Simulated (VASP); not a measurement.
# La2O3 (P-3m1) in VASP: further runs, part 2 of 2

VASP 6.6.1. Earlier steps stand in the parts before.

## 4. Single point, r2SCAN

This run uses another cell than the first one, of 16.43 Å³/atom.

POSCAR reads:

```
La2O3
1.0
    3.9351015445      0.0000000000      0.0000000000
   -1.9675507723      3.4078979040      0.0000000000
    0.0000000000      0.0000000000      6.1262271529
La O
2 3
Direct
    0.6666666667      0.3333333333      0.7538431649
    0.3333333333      0.6666666667      0.2461568351
    0.6666666667      0.3333333333      0.3538862904
    0.3333333333      0.6666666667      0.6461137096
    0.0000000000      0.0000000000      0.0000000000
```

INCAR.step1 reads:

```
PREC = Accurate
ENCUT = 520
ISMEAR = -1
SIGMA = 0.02
LREAL = False
LASPH = True
NELM = 60
NBANDS = 28
GGA = PE
ALGO = Normal
EDIFF = 1E-4
LWAVE = True
LCHARG = False
```

INCAR.step2 reads:

```
PREC = Accurate
ENCUT = 520
EDIFF = 1E-6
ISMEAR = -1
SIGMA = 0.02
LREAL = False
LASPH = True
NELM = 60
ALGO = Normal
ISIF = 2
LWAVE = False
LCHARG = False
METAGGA = R2SCAN
LMIXTAU = True
NBANDS = 28
ISTART = 1
```

KPOINTS reads:

```
Automatic mesh
0
Gamma
  6 6 4
```

Potentials or basis: VASP PAW PBE potentials, release 64 (La, O).

Run with:

```
> cat potpaw_PBE.64/La/POTCAR potpaw_PBE.64/O/POTCAR > POTCAR
> cp INCAR.step1 INCAR
> mpirun -np 1 vasp_std > vasp.out
> cp INCAR.step2 INCAR
> mpirun -np 1 vasp_std > vasp.out
```

OUTCAR:

```text
PREC = Accurate
   ENCUT = 520
   EDIFF = 1E-6
   ISMEAR = -1
   LREAL = False
   LASPH = True
   NELM = 60
   ISIF = 2
   METAGGA = R2SCAN
   ISTART = 1

 ion  position               nearest neighbor table
   1  0.667  0.333  0.754-   4 2.37   4 2.37   4 2.37   3 2.45   5 2.73   5 2.73   5 2.73
   2  0.333  0.667  0.246-   3 2.37   3 2.37   3 2.37   4 2.45   5 2.73   5 2.73   5 2.73
   3  0.667  0.333  0.354-   2 2.37   2 2.37   2 2.37   1 2.45
   4  0.333  0.667  0.646-   1 2.37   1 2.37   1 2.37   2 2.45
   5  0.000  0.000  0.000-   1 2.73   2 2.73   1 2.73   2 2.73   1 2.73   2 2.73

  LATTYP: Found a hexagonal cell.
 ALAT       =     3.9351015445
 C/A-ratio  =     1.5568155189

  Lattice vectors:

 A1 = (   3.9351015445,   0.0000000000,   0.0000000000)
 A2 = (  -1.9675507723,   3.4078979040,   0.0000000000)
 A3 = (   0.0000000000,   0.0000000000,   6.1262271529)

Analysis of symmetry for initial positions (statically):
=====================================================================
 Subroutine PRICEL returns:
 Original cell was already a primitive cell.

 Routine SETGRP: Setting up the symmetry group for a
 hexagonal supercell.

 Subroutine GETGRP returns: Found 12 space group operations
 (whereof 12 operations were pure point group operations)
 out of a pool of 24 trial point group operations.

The static configuration has the point symmetry D_3d.

Analysis of symmetry for dynamics (positions and initial velocities):
=====================================================================
 Subroutine PRICEL returns:
 Original cell was already a primitive cell.

 Routine SETGRP: Setting up the symmetry group for a
 hexagonal supercell.

 Subroutine GETGRP returns: Found 12 space group operations
 (whereof 12 operations were pure point group operations)
 out of a pool of 24 trial point group operations.

The dynamic configuration has the point symmetry D_3d.

 Subroutine INISYM returns: Found 12 space group operations
 (whereof 12 operations are pure point group operations),
[... 121 lines left out ...]
     AMIX_MAG =   1.60;   BMIX_MAG =  1.00
  volume/ion in A,a.u.               =      16.43       110.88
  Fermi-wavevector in a.u.,A,eV,Ry     =   1.287902  2.433783 22.567883  1.658693
  Thomas-Fermi vector in A             =   2.419889
   LORBIT       =      0    0 simple, 1 ext, 2 COOP (PROOUT), +10 PAW based schemes
   METAGGA = R2SCAN    functional components
   LHFCALC =     F    Hartree Fock is set to
   AEXX    =    0.0000 exact exchange contribution
   IVDW    =     0    specifies the selected vdW correction
   LEPSILON=     F    determine dielectric tensor
   LRPA    =     F    only Hartree local field effects (RPA)
 non-spin polarized calculation
  energy-cutoff  :      520.00
  volume of cell :       82.16
 maximum number of plane-waves:      2249
 NGX is ok and might be reduce to    30
   NGX = 15   NGY = 15   NGZ = 23

 number of electron      39.9999991 magnetization

 Free energy of the ion-electron system (eV)
  ---------------------------------------------------
  ext. energy  EPLUGINS =         0.00000000
  ---------------------------------------------------
  free energy    TOTEN  =       -96.05769405 eV

  energy without entropy =      -96.05769405  energy(sigma->0) =      -96.05769405

 E-fermi :   6.1752     XC(G=0): -11.0783

 val. band max:        5.6803951034   @ k =   0.5000   0.0000   0.5000
 cond. band min:       9.9188101835   @ k =   0.3333   0.3333   0.0000
 fundamental gap:      4.2384150801
 Fermi energy:         6.1752159543

 k-point     1 :       0.0000    0.0000    0.0000
  band No.  band energies     occupation
      1     -25.0656      2.00000
      2     -24.8154      2.00000
      3     -12.1246      2.00000
      4     -11.0030      2.00000
      5     -10.4937      2.00000
      6      -8.0619      2.00000
[... 733 lines left out ...]
     27      11.6977      0.00000
     28      11.7299      0.00000

------------------------ aborting loop because EDIFF is reached ----------------------------------------

  FORCE on cell =-STRESS in cart. coord.  units (eV):
  Direction    XX          YY          ZZ          XY          YZ          ZX
  --------------------------------------------------------------------------------------
  -------------------------------------------------------------------------------------
  Total       -0.2969926     -0.2969926     -0.2399945      0.0000000      0.0000000      0.0000000
  in kB       -5.7918941     -5.7918941     -4.6803270      0.0000000      0.0000000      0.0000000
  external PRESSURE =      -5.4213717 kB  Pullay stress =       0.0000000 kB

 VOLUME and BASIS-vectors are now :
 -----------------------------------------------------------------------------
  energy-cutoff  :      520.00
  volume of cell :       82.16
      direct lattice vectors                 reciprocal lattice vectors
     3.935101545  0.000000000  0.000000000     0.254123048  0.146718010  0.000000000
    -1.967550772  3.407897904  0.000000000     0.000000000  0.293436021  0.000000000
     0.000000000  0.000000000  6.126227153     0.000000000  0.000000000  0.163232602

 POSITION                                       TOTAL-FORCE (eV/Angst)
 -----------------------------------------------------------------------------------
      1.96755      1.13597      4.61821         0.000000      0.000000     -0.022600
     -0.00000      2.27193      1.50801         0.000000      0.000000      0.022600
      1.96755      1.13597      2.16799         0.000000      0.000000     -0.005694
     -0.00000      2.27193      3.95824        -0.000000      0.000000      0.005694
      0.00000      0.00000      0.00000         0.000000      0.000000      0.000000
 -----------------------------------------------------------------------------------
    total drift:                               -0.000000      0.000000     -0.000000

  FREE ENERGIE OF THE ION-ELECTRON SYSTEM (eV)
  ---------------------------------------------------
  free  energy   TOTEN  =       -96.0576940485 eV

  energy  without entropy=      -96.0576940485  energy(sigma->0) =      -96.05769405
```

It took 2.3 min on 1 thread of Intel Xeon 6975P-C (Granite Rapids), shared host; peak memory 0.24 GiB.

What came out:

* Free energy: -96.0577 eV
* Pressure: -0.5 GPa
* Largest force: 0.023 eV/Å
* Band gap on the k mesh: 4.24 eV (least direct gap 4.36 eV)

Forces on the atoms (eV/Å):
```
La   0.000  0.000 -0.023
La   0.000  0.000  0.023
O    0.000  0.000 -0.006
O    0.000  0.000  0.006
O    0.000  0.000  0.000
```

Caveat: the PAW data sets were made with another functional, which shifts forces and pressure a little; spin-orbit coupling is left out, which moves the levels of the heavy elements. A k mesh can miss the band edges.

## 5. Single point, LDA

This run uses another cell than the first one, of 16.43 Å³/atom.

INCAR reads:

```
ALGO = Normal ; EDIFF = 1E-7
ENCUT = 520 ; ISIF = 2
ISMEAR = 0 ; LASPH = True
LCHARG = False ; LREAL = False
LWAVE = False ; NBANDS = 28
NELM = 80 ; PREC = Accurate
SIGMA = 0.01
```

KPOINTS reads:

```
k-points
0
Gamma
  12 12 4
```

POSCAR is that of step 4.

Potentials or basis: VASP PAW LDA potentials, release 64 (La, O).

Run with:

```
> cat potpaw_LDA.64/La/POTCAR potpaw_LDA.64/O/POTCAR > POTCAR
> mpirun -np 1 vasp_std > vasp.out
```

Run time: 1.8 min. Hardware: 1 thread of Intel Xeon 6975P-C (Granite Rapids), shared host; peak memory 0.27 GiB.

The run converged. Its results:

* Free energy: -45.8048 eV
* Pressure: -6.9 GPa
* Largest force: 0.198 eV/Å
* Band gap on the k mesh: 3.72 eV (least direct gap 3.82 eV)

Forces on the atoms (eV/Å):
```
La   0.000  0.000 -0.198
La   0.000  0.000  0.198
O    0.000  0.000  0.021
O    0.000  0.000 -0.021
O    0.000  0.000  0.000
```

Stress tensor (GPa, compression positive):
```
-7.07  0.00  0.00
 0.00 -7.07  0.00
 0.00  0.00 -6.50
```

Levels at points of the mesh, in eV from the valence-band top:
| k point | band 17 | band 18 | band 19 | band 20 | band 21 | band 22 | band 23 | band 24 |
| --- | --- | --- | --- | --- | --- | --- | --- | --- |
| (0.00, 0.00, 0.00) | -1.69 | -0.39 | -0.39 | -0.12 | 4.12 | 4.49 | 4.49 | 5.01 |
| (0.50, 0.00, 0.00) | -0.72 | -0.64 | -0.42 | -0.30 | 3.73 | 4.56 | 5.02 | 5.07 |
| (0.00, 0.00, 0.50) | -1.01 | -0.82 | -0.29 | -0.29 | 4.53 | 4.61 | 4.61 | 4.82 |
| (0.50, 0.00, 0.50) | -0.95 | -0.72 | -0.36 | 0.00 | 4.28 | 4.47 | 4.91 | 5.05 |

Caveat: the cell stands under tension; spin-orbit coupling is left out, which moves the levels of the heavy elements. A k mesh can miss the band edges.

## 6. Relaxation of cell and atoms, PBEsol

This run uses another cell than the first one, of 16.64 Å³/atom.

INCAR reads:

```
PREC = Accurate ; ENCUT = 600
EDIFF = 1E-6 ; ISMEAR = -1
SIGMA = 0.02 ; LREAL = F
LASPH = T ; NELM = 100
ALGO = Normal ; ISIF = 3
LWAVE = F ; LCHARG = F
GGA = PS ; IBRION = 2
NSW = 80 ; EDIFFG = -0.005
```

KPOINTS reads:

```
regular mesh
0
Gamma
  6 6 4
```

POSCAR reads:

```
La2O3
1.0
    3.9404478293      0.0000000000      0.0000000000
   -1.9702239147      3.4125279225      0.0000000000
    0.0000000000      0.0000000000      6.1873564511
La O
2 3
Direct
    0.6666666667      0.3333333333      0.7526274768
    0.3333333333      0.6666666667      0.2473725232
    0.6666666667      0.3333333333      0.3546952482
    0.3333333333      0.6666666667      0.6453047518
    0.0000000000      0.0000000000      0.0000000000
```

Potentials or basis: VASP PAW PBE potentials, release 64 (La, O).

Run with:

```
> cat potpaw_PBE.64/La/POTCAR potpaw_PBE.64/O/POTCAR > POTCAR
> mpirun -np 1 vasp_std > vasp.out
```

Wall time 4.2 min (1 thread of Intel Xeon 6975P-C (Granite Rapids), shared host); peak memory 0.26 GiB.

Results (log left out):

| Property | Result |
| --- | --- |
| Free energy | -43.7213 eV |
| Relaxed volume | 15.93 Å³/atom |
| Relaxed cell | a = 3.904 Å, b = 3.904 Å, c = 6.032 Å, α = 90.00°, β = 90.00°, γ = 120.00° |
| Space group after relaxing (to 0.1 Å) | P-3m1 (No. 164) |
| Energy gained by relaxing | 11.3 meV/atom |
| Ionic steps | 15 |
| Pressure after relaxing | 0.0 GPa |
| Band gap on the k mesh | 3.78 eV (least direct gap 3.87 eV) |

Step by step:
| step | energy change (eV) | largest force (eV/Å) | pressure (GPa) | volume (Å³) |
| --- | --- | --- | --- | --- |
| 1 | 0.0000 | 0.1227 | -5.03 | 83.20 |
| 2 | 0.0076 | 0.6262 | 6.04 | 77.07 |
| 3 | -0.0501 | 0.2204 | -0.11 | 80.16 |
| 4 | -0.0545 | 0.0436 | -0.05 | 79.88 |
| 5 | -0.0551 | 0.0509 | -0.02 | 79.73 |
| 6 | -0.0559 | 0.0474 | 0.07 | 79.66 |
| 7 | -0.0562 | 0.0428 | 0.12 | 79.59 |
| 8 | -0.0563 | 0.0243 | -0.20 | 79.74 |
| 9 | -0.0563 | 0.0264 | -0.17 | 79.71 |
| 10 | -0.0564 | 0.0042 | -0.04 | 79.64 |
| 11 | -0.0565 | 0.0072 | -0.03 | 79.62 |
| 12 | -0.0565 | 0.0069 | -0.02 | 79.62 |
| 13 | -0.0565 | 0.0071 | -0.01 | 79.61 |
| 14 | -0.0565 | 0.0064 | 0.01 | 79.62 |
| 15 | -0.0565 | 0.0011 | -0.02 | 79.63 |

Final structure:
```
CELL_PARAMETERS angstrom
3.90419 0.00000 0.00000
-1.95209 3.38113 0.00000
0.00000 0.00000 6.03244
ATOMIC_POSITIONS crystal
La 0.66667 0.33333 0.75474
La 0.33333 0.66667 0.24526
O 0.66667 0.33333 0.35386
O 0.33333 0.66667 0.64614
O 0.00000 0.00000 0.00000
```

Levels at points of the mesh, in eV from the valence-band top:
| k point | band 18 | band 19 | band 20 | band 21 | band 22 | band 23 |
| --- | --- | --- | --- | --- | --- | --- |
| (0.00, 0.00, 0.00) | -0.43 | -0.43 | -0.16 | 4.32 | 4.58 | 4.58 |
| (0.50, 0.00, 0.00) | -0.67 | -0.42 | -0.32 | 3.82 | 4.80 | 5.33 |
| (0.00, 0.00, 0.50) | -0.87 | -0.32 | -0.32 | 4.77 | 4.77 | 4.79 |
| (0.50, 0.00, 0.50) | -0.77 | -0.37 | 0.00 | 4.46 | 4.67 | 5.22 |

Caveat: the PAW data sets were made with another functional, which shifts forces and pressure a little; spin-orbit coupling is left out, which moves the levels of the heavy elements. A k mesh can miss the band edges.

## 7. Overview

```csv
task,level,potentials or basis,cell,k mesh,cutoff (eV),smearing,gap on the mesh (eV),pressure (GPa),largest force (eV/Å)
single point,LDA,"VASP PAW LDA potentials, release 64 (La, O)","a = 3.883, b = 3.883, c = 5.951 Å, angles 90.0, 90.0, 120.0°, 5 atoms, atomic positions A",6 × 6 × 4,520,fermi-dirac 0.02 eV,3.73,0.0,0.01
single point,PBEsol,"VASP PAW PBE potentials, release 64 (La, O)","a = 3.906, b = 3.906, c = 6.041 Å, angles 90.0, 90.0, 120.0°, 5 atoms, atomic positions B",6 × 6 × 4,520,fermi-dirac 0.02 eV,3.78,-0.2,0.01
single point,r2SCAN,"VASP PAW PBE potentials, release 64 (La, O)","a = 3.935, b = 3.935, c = 6.126 Å, angles 90.0, 90.0, 120.0°, 5 atoms, atomic positions C",6 × 6 × 4,520,fermi-dirac 0.02 eV,4.24,-0.5,0.02
single point,LDA,"VASP PAW LDA potentials, release 64 (La, O)","a = 3.935, b = 3.935, c = 6.126 Å, angles 90.0, 90.0, 120.0°, 5 atoms, atomic positions C",12 × 12 × 4,520,gaussian 0.01 eV,3.72,-6.9,0.20
relaxation of cell and atoms,PBEsol,"VASP PAW PBE potentials, release 64 (La, O)","relaxed from a = 3.940, b = 3.940, c = 6.187 Å, angles 90.0, 90.0, 120.0°, 5 atoms, atomic positions D",6 × 6 × 4,600,fermi-dirac 0.02 eV,3.78,0.0,-
```

Alike in all rows: no spin polarisation.

Caveats: spin-orbit coupling is left out, which moves the levels of the heavy elements; the PAW data sets were made with another functional, which shifts forces and pressure a little (at least some runs); the cell stands under tension (at least some runs).

Absolute energies hang on the potentials; compare differences alone.
